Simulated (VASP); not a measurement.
Write the native input for VASP 6.6.1 that does the following.

| Quantity | Value |
| --- | --- |
| Task | single point |
| Functional | r2SCAN |
| Potentials or basis | VASP PAW PBE potentials, release 64 (Hf_pv, N) |
| Cutoff | 520 eV |
| k mesh | 18 × 18 × 10 |
| Occupations | gaussian, width 0.1 eV |
| Spin | no spin polarisation |
| Dipole correction | no |
| Further INCAR settings | ALGO = Normal; EDIFF = 1e-07; NBANDS = 23 |

Crystal: HfN.

```xyz
4
Lattice="3.1443 0.0000 0.0000 -1.5722 2.7230 0.0000 0.0000 0.0000 5.4252" Properties=species:S:1:pos:R:3 pbc="T T T"
Hf    1.5722    0.9077    4.0689
Hf    0.0000    1.8154    1.3563
N     0.0000    0.0000    0.0000
N     0.0000    0.0000    2.7126
```

The input as run:

POSCAR

```
HfN
1.0
    3.1443010835      0.0000000000      0.0000000000
   -1.5721505417      2.7230446154      0.0000000000
    0.0000000000      0.0000000000      5.4252449658
Hf N
2 2
Direct
    0.6666666667      0.3333333333      0.7500000000
    0.3333333333      0.6666666667      0.2500000000
    0.0000000000      0.0000000000      0.0000000000
    0.0000000000      0.0000000000      0.5000000000
```

INCAR.step1

```
SYSTEM = HfN
PREC = Accurate
ENCUT = 520
ISMEAR = 0
SIGMA = 0.1
LREAL = .False.
LASPH = .True.
NELM = 60
NBANDS = 23
GGA = PE
ALGO = Normal
EDIFF = 1E-4
LWAVE = .True.
LCHARG = .False.
```

INCAR.step2

```
SYSTEM = HfN
PREC = Accurate
ENCUT = 520
EDIFF = 1E-7
ISMEAR = 0
SIGMA = 0.1
LREAL = .False.
LASPH = .True.
NELM = 60
ALGO = Normal
ISIF = 2
LWAVE = .False.
LCHARG = .False.
METAGGA = R2SCAN
LMIXTAU = .True.
NBANDS = 23
ISTART = 1
```

KPOINTS

```
Automatic mesh
0
Gamma
  18 18 10
  0 0 0
```

Potentials or basis: VASP PAW PBE potentials, release 64 (Hf_pv, N).

The run is started by

```sh
$ cat potpaw_PBE.64/Hf_pv/POTCAR potpaw_PBE.64/N/POTCAR > POTCAR
$ cp INCAR.step1 INCAR
$ mpirun -np 1 vasp_std > vasp.out
$ cp INCAR.step2 INCAR
$ mpirun -np 1 vasp_std > vasp.out
```

It gave:

```yaml
Pressure: -2.6 GPa
Band_gap_on_the_k_mesh: zero (band 15 reaches 9.86 eV, above the bottom of band 16 at 7.42 eV)
```

Caveat: the PAW data sets were made with another functional, which shifts forces and pressure a little; spin-orbit coupling is left out, which moves the levels of the heavy elements.

It took 12 min on 1 thread of Intel(R) Xeon(R) Platinum 8488C (Sapphire Rapids), with other jobs on the host, peak memory 0.32 GiB.
